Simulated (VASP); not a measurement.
Input of a VASP 6.6.1 run:

Contents of INCAR:

```
PREC = Accurate
ENCUT = 520
EDIFF = 1E-6
ISMEAR = 0
SIGMA = 0.1
LREAL = F
LASPH = T
NELM = 150
ALGO = Normal
ISIF = 2
LWAVE = F
LCHARG = T
ISPIN = 2
MAGMOM = 0 0 0 2 0 0 0 0
LORBIT = 11
LMAXMIX = 4
GGA = PE
LELF = T
LVHAR = T
NBANDS = 35
```

Contents of KPOINTS:

```
regular mesh
0
Gamma
  4 4 4
```

Contents of POSCAR:

```
Al3VN4
1.0
    4.1077747729      0.0000000000      0.0000000000
    0.0000000000      4.1077747729      0.0000000000
    0.0000000000      0.0000000000      4.1077747729
Al V N
3 1 4
Direct
    0.5000000000      0.0000000000      0.5000000000
    0.5000000000      0.5000000000      0.0000000000
    0.0000000000      0.5000000000      0.5000000000
    0.0000000000      0.0000000000      0.0000000000
    0.0000000000      0.5000000000      0.0000000000
    0.5000000000      0.5000000000      0.5000000000
    0.0000000000      0.0000000000      0.5000000000
    0.5000000000      0.0000000000      0.0000000000
```

Potentials or basis: VASP PAW PBE potentials, release 64 (Al, V_sv, N).

The run is started by

```console
$ cat potpaw_PBE.64/Al/POTCAR potpaw_PBE.64/V_sv/POTCAR potpaw_PBE.64/N/POTCAR > POTCAR
$ mpirun -np 1 vasp_std > vasp.out
```

(1) What does it give for the net moment?

(2) Predict the pressure.

Results:

(1) 1.63 μB per cell.

(2) -0.2 GPa.

Caveat: the k points lie up to 0.38 Å⁻¹ apart.
